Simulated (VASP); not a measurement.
AlN, 4 atoms in the cell. The structure is hexagonal, space group P6_3mc (No. 186). The conventional cell has a = 3.190 Å, b = 3.190 Å, c = 5.121 Å, α = 90.00°, β = 90.00°, γ = 120.00°. Al (site symmetry 3m) has 4 N at 1.94 to 1.95 Å within 2.6 Å. N (site symmetry 3m) has 4 Al at 1.94 to 1.95 Å within 2.6 Å. 

| Quantity | Value |
| --- | --- |
| Program | VASP 6.6.1 |
| Task | relaxation of shape and atoms at fixed volume |
| Functional | PBE |
| Potentials or basis | VASP PAW PBE potentials, release 64 (Al, N) |
| Cutoff | 600 eV |
| k mesh | 12 × 12 × 6 |
| Occupations | gaussian, width 0.02 eV |
| Spin | no spin polarisation |
| Dipole correction | no |
| Further INCAR settings | ALGO = Normal; EDIFF = 1e-06; IBRION = 2; EDIFFG = -0.01; NSW = 50; ISIF = 4 |

Potentials or basis: VASP PAW PBE potentials, release 64 (Al, N).

Run with:

```console
$ cat potpaw_PBE.64/Al/POTCAR potpaw_PBE.64/N/POTCAR > POTCAR
$ mpirun -np 1 vasp_std > vasp.out
```

Hardware: 1 thread of Intel Xeon 8259CL, on a shared host.

Task: How long does it take, and how much memory?

Result: It took 2.5 min on 1 thread of Intel Xeon 8259CL, on a shared host, peak memory 0.2 GiB. Counts: scf iterations 22, k points 76, ion steps 3.
